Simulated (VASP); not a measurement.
Input of a VASP 6.6.1 run:

Contents of INCAR:

```
SYSTEM = Rh
PREC = Accurate ; ENCUT = 520
EDIFF = 1E-6 ; ISMEAR = -1
SIGMA = 0.15 ; LREAL = .False.
LASPH = .True. ; NELM = 100
ALGO = Normal ; ISIF = 2
LWAVE = .False. ; LCHARG = .False.
GGA = CA ; NBANDS = 38
```

Contents of KPOINTS:

```
Automatic mesh
0
Gamma
  10 10 3
  0 0 0
```

The input POSCAR:

```
Rh
1.0
    2.7616915228      0.0000000000      0.0000000000
   -1.3808452484      2.3916944513      0.0000000000
    0.0000000000      0.0000000000      9.0266928463
Rh
4
Direct
    0.0000000000      0.0000000000      0.0000000000
    0.3333333333      0.6666666667      0.2500000000
    0.0000000000      0.0000000000      0.5000000000
    0.6666666667      0.3333333333      0.7500000000
```

Potentials or basis: VASP PAW LDA potentials, release 64 (Rh_pv).

Command:

```bash
$ cat potpaw_LDA.64/Rh_pv/POTCAR > POTCAR
$ mpirun -np 1 vasp_std > vasp.out
```

Task: What does it give for the pressure?

Result: -26.1 GPa.

Task: Estimate the band gap on the k mesh.

Result: Zero (band 30 reaches 11.02 eV, above the bottom of band 31 at 9.39 eV).

Stress tensor (GPa, compression positive):
```
-25.98   0.00   0.00
  0.00 -25.98   0.00
  0.00   0.00 -26.30
```
